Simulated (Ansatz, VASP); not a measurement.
## MoS2: VASP beside Ansatz

INCAR

```
ALGO = Normal
EDIFF = 1E-7
ENCUT = 520
GGA = PE
ISIF = 2
ISMEAR = -1
LASPH = True
LCHARG = False
LREAL = False
LWAVE = False
NBANDS = 35
NELM = 80
PREC = Accurate
SIGMA = 0.02
```

File KPOINTS:

```
k-points
0
Gamma
  12 12 2
```

Contents of POSCAR:

```
MoS2
1.0
    3.0460991321      0.0000000000      0.0000000000
   -1.5230495661      2.6379992309      0.0000000000
    0.0000000000      0.0000000000     12.6619511099
Mo S
2 4
Direct
    0.3333333333      0.6666666667      0.2500000000
    0.6666666667      0.3333333333      0.7500000000
    0.6666666667      0.3333333333      0.3763259831
    0.6666666667      0.3333333333      0.1236740169
    0.3333333333      0.6666666667      0.8763259831
    0.3333333333      0.6666666667      0.6236740169
```

Input for Ansatz:

```yaml
crystal:
  lattice:
    - [3.0460991321, 0.0, 0.0]
    - [-1.5230495661, 2.6379992309, 0.0]
    - [0.0, 0.0, 12.6619511099]
  atoms:
    - { symbol: Mo, position: [0.3333333333, 0.6666666667, 0.25] }
    - { symbol: Mo, position: [0.6666666667, 0.3333333333, 0.75] }
    - { symbol: S, position: [0.6666666667, 0.3333333333, 0.3763259831] }
    - { symbol: S, position: [0.6666666667, 0.3333333333, 0.1236740169] }
    - { symbol: S, position: [0.3333333333, 0.6666666667, 0.8763259831] }
    - { symbol: S, position: [0.3333333333, 0.6666666667, 0.6236740169] }
kpoints:
  mp_grid: { grid: [12, 12, 2] }
  band_path:
    path:
      - [0.0, 0.0, 0.0]
      - [0.5, 0.0, 0.0]
      - [0.3333333333, 0.3333333333, 0.0]
      - [0.0, 0.0, 0.5]
      - [0.5, 0.0, 0.5]
      - [0.3333333333, 0.3333333333, 0.5]
      - [0.179687, 0.179688, 0.0]
    npoints: 1
hamiltonian:
  xc: pbe
scf:
  occupations: { method: fermi_dirac, width: 0.02 }
  n_extra_bands: 5
output:
  forces: true
  stress: true
  eigenvalues: true
```

Change from the starting cell: epitaxial_xy strain -4.0%.

Alike in both runs: task single point; functional PBE; k mesh 12 × 12 × 2; occupations fermi-dirac, width 0.02 eV; no spin polarisation.

|  | VASP | Ansatz |
| --- | --- | --- |
| version | VASP 6.6.1 | Ansatz 0.2.0 |
| potentials or method | VASP PAW PBE potentials, release 64 (Mo_sv, S) | plane waves, PAW |
| plane-wave cutoff (eV) | 520 | 420 |
| valence electrons in the cell | 52 | 52 |

Ansatz gave:

```
gap on the k mesh at the Fermi level (eV)                     : 1.14
pressure (GPa)                                                : 11.1
traceless stress, the component that is largest in VASP (GPa) : -7.12
rms of the force components (eV/Å)                            : 0.069
```

Question: What did VASP give for the same quantities?

Answer: gap on the k mesh at the Fermi level (eV): 1.15; pressure (GPa): 10.9; traceless stress, the component that is largest in VASP (GPa): -7.18; rms of the force components (eV/Å): 0.061.

Atom by atom the forces differ by 0.007 eV/Å (rms over components).
